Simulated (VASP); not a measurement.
A run of VASP 6.6.1:

File INCAR:

```
ALGO = Normal
EDIFF = 1E-6
ENCUT = 520
GGA = PS
ISIF = 2
ISMEAR = 0
LASPH = True
LCHARG = True
LELF = True
LREAL = False
LVHAR = True
LWAVE = False
NBANDS = 26
NELM = 100
PREC = Accurate
SIGMA = 0.01
```

KPOINTS

```
k-points
0
Gamma
  8 6 6
```

The input POSCAR:

```
AgCl
1.0
    3.5300000000      0.0000000000      0.0000000000
    0.0000000000      4.0110000000      0.0000000000
   -0.9725508841      0.0000000000      5.1520087129
Ag Cl
2 2
Direct
    0.1570000000      0.2500000000      0.2100000000
    0.8430000000      0.7500000000      0.7900000000
    0.3080000000      0.2500000000      0.7050000000
    0.6920000000      0.7500000000      0.2950000000
```

Potentials or basis: VASP PAW PBE potentials, release 64 (Ag, Cl).

Command:

```bash
$ cat potpaw_PBE.64/Ag/POTCAR potpaw_PBE.64/Cl/POTCAR > POTCAR
$ mpirun -np 1 vasp_std > vasp.out
```

Hardware: 1 thread of Intel Xeon 8259CL, on a shared host.

Question: Estimate the wall time of this run.

Answer: It took 2.1 min on 1 thread of Intel Xeon 8259CL, on a shared host, peak memory 0.29 GiB. Counts: scf iterations 12, k points 104.
